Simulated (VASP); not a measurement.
Crystal: W.

```xyz
1
Lattice="-1.3966 1.3966 2.1247 1.3966 -1.3966 2.1247 1.3966 1.3966 -2.1247" Properties=species:S:1:pos:R:3 pbc="T T T"
W     0.0000    0.0000    0.0000
```

* Program: VASP 6.6.1
* Task: relaxation of cell and atoms
* Functional: PBE
* Potentials or basis: VASP PAW PBE potentials, release 64 (W_sv)
* Cutoff: 600 eV
* k mesh: 20 × 20 × 20
* Occupations: gaussian, width 0.1 eV
* Spin: no spin polarisation

At the start: pressure -1.8 GPa; volume 16.58 Å³/atom.

Where does the relaxation end?

Over 7 steps the energy falls by 61.6 meV/atom and the volume is 16.52 Å³/atom (-0.3 %); space group I4/mmm (No. 139, to 0.05 Å).

The path:
| step | energy change (eV) | largest force (eV/Å) | pressure (GPa) | volume (Å³) |
| --- | --- | --- | --- | --- |
| 1 | 0.0000 | 0.0000 | -1.76 | 16.58 |
| 2 | -0.0416 | 0.0000 | 6.77 | 16.12 |
| 3 | -0.0424 | 0.0000 | 8.58 | 16.04 |
| 4 | -0.0574 | 0.0000 | 4.82 | 16.25 |
| 5 | -0.0597 | 0.0000 | 2.65 | 16.38 |
| 6 | -0.0614 | 0.0000 | 0.83 | 16.47 |
| 7 | -0.0616 | 0.0000 | -0.03 | 16.52 |

Final structure:
```yaml
crystal:
  lattice:
    - [-1.34581, 1.34581, 2.28048]
    - [1.34581, -1.34581, 2.28048]
    - [1.34581, 1.34581, -2.28048]
  atoms:
    - { symbol: W, position: [0.00000, 0.00000, 0.00000] }
```
